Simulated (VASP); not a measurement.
Set up this calculation in VASP 6.6.1, as the native input.

```yaml
Task: single point
Functional: PBEsol
Potentials_or_basis: VASP PAW PBE potentials, release 64 (Ag)
Cutoff: 500 eV
k_mesh: 12 × 12 × 12
Occupations: fermi-dirac, width 0.15 eV
Spin: no spin polarisation
Dipole_correction: no
Further_INCAR_settings: ALGO = Normal; EDIFF = 1e-06; NBANDS = 12
```

The structure of Ag lies in POSCAR:

```
Ag
1.0
   -1.6881260479      1.6881260479      1.6881260479
    1.6881260479     -1.6881260479      1.6881260479
    1.6881260479      1.6881260479     -1.6881260479
Ag
1
Direct
    0.0000000000      0.0000000000      0.0000000000
```

This isn't the form of Ag at room conditions, which is fcc.

The input as run:

INCAR

```
SYSTEM = Ag
PREC     = Accurate       ! precision mode
ENCUT    = 500            ! plane-wave cutoff, eV
EDIFF    = 1E-6           ! SCF threshold, eV
ISMEAR   = -1             ! smearing method
SIGMA    = 0.15           ! smearing width, eV
LREAL    = .False.        ! projectors in reciprocal space
LASPH    = .True.         ! aspherical terms in the spheres
NELM     = 120            ! most SCF steps
ALGO     = Normal         ! electronic algorithm
ISIF     = 2              ! what is computed and relaxed
LWAVE    = .False.        ! write WAVECAR
LCHARG   = .False.        ! write CHGCAR
GGA      = PS             ! functional
NBANDS   = 12             ! bands
GGA_COMPAT= .False.
```

KPOINTS

```
regular mesh
0
Gamma
  12 12 12
  0 0 0
```

Potentials or basis: VASP PAW PBE potentials, release 64 (Ag).

The run is started by

```sh
$ cat potpaw_PBE.64/Ag/POTCAR > POTCAR
$ mpirun -np 1 vasp_std > vasp.out
```

It gave:

* Pressure: -10.6 GPa
* Band gap on the k mesh: zero (an odd number of electrons rules out a gap without spin polarisation)

Caveat: the cell stands under tension; the PAW data sets were made with another functional, which shifts forces and pressure a little.

Run time: 7.8 s on 1 thread of Intel(R) Xeon(R) Platinum 8259CL CPU @ 2.50GHz (Skylake/Cascade Lake), on a shared host, peak memory 0.14 GiB.
